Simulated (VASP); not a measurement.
BF, 2 atoms in the cell. Symmetry: Fm-3m, No. 225, cubic system. The conventional cell has a = 4.153 Å, b = 4.153 Å, c = 4.153 Å, α = 90.00°, β = 90.00°, γ = 90.00°. Within 2.7 Å of F (site symmetry m-3m) lie 6 B at 2.08 Å. Within 2.7 Å of B (site symmetry m-3m) lie 6 F at 2.08 Å. 

- Program: VASP 6.6.1
- Task: single point
- Functional: PBE
- Potentials or basis: VASP PAW PBE potentials, release 64 (F, B)
- Cutoff: 520 eV
- k mesh: 11 × 11 × 11
- Occupations: methfessel-paxton, width 0.0519 eV
- Spin: no spin polarisation
- Dipole correction: no
- k mesh for the DOS: 17 × 17 × 17
- Occupations for the DOS: tetrahedron
- Further INCAR settings: ALGO = Normal; EDIFF = 1e-06

Potentials or basis: VASP PAW PBE potentials, release 64 (F, B).

Launch:

```sh
$ cat potpaw_PBE.64/F/POTCAR potpaw_PBE.64/B/POTCAR > POTCAR
$ cp INCAR.step1 INCAR
$ cp KPOINTS.step1 KPOINTS
$ mpirun -np 1 vasp_std > vasp.out
$ cp INCAR.step2 INCAR
$ cp KPOINTS.step2 KPOINTS
$ mpirun -np 1 vasp_std > vasp.out
```

Hardware: 1 thread of Intel Xeon 8259CL, with other jobs on the host.

Task: How long does it take, and how much memory?

Result: Wall time 36 s on 1 thread of Intel Xeon 8259CL, with other jobs on the host, peak memory 0.15 GiB. Counts: k points 165.
